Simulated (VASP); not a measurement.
Runs of VASP 6.6.1 on Sc. The structure is that of space group P6_3/mmc (No. 194), or close to it. The cells are those of the table. 

| cell | gap on the mesh (eV) | pressure (GPa) |
| --- | --- | --- |
| a = 3.277, b = 3.277, c = 4.676 Å, angles 90.0, 90.0, 120.0°, 2 atoms | none | (a) |
| a = 3.113, b = 3.113, c = 4.955 Å, angles 90.0, 90.0, 120.0°, 2 atoms | none | 9.2 |
| a = 3.113, b = 3.113, c = 5.082 Å, angles 90.0, 90.0, 120.0°, 2 atoms | none | (b) |
| a = 3.195, b = 3.195, c = 4.879 Å, angles 90.0, 90.0, 120.0°, 2 atoms | none | 6.1 |
| a = 3.195, b = 3.195, c = 4.828 Å, angles 90.0, 90.0, 120.0°, 2 atoms | none | 6.9 |
| a = 3.113, b = 3.113, c = 4.676 Å, angles 90.0, 90.0, 120.0°, 2 atoms | none | 14.4 |
| a = 3.113, b = 3.113, c = 4.879 Å, angles 90.0, 90.0, 120.0°, 2 atoms | none | (c) |
| a = 3.113, b = 3.113, c = 4.828 Å, angles 90.0, 90.0, 120.0°, 2 atoms | none | 11.4 |

Alike in all rows: task single point; level PBEsol; potentials or basis VASP PAW PBE potentials, release 64 (Sc_sv); no spin polarisation; k mesh 15 × 15 × 10; cutoff (eV) 520; smearing gaussian 0.15 eV.

Task: Estimate the missing entries.

Result: (a) 5.4; (b) 7.2; (c) 10.5.

Caveats: the PAW data sets were made with another functional, which shifts forces and pressure a little; the cell stands under pressure (at least some runs); the stress differs along the axes, from 3 to 10 GPa (at least some runs).

A gap of «none» marks levels without a gap at the run's occupations.
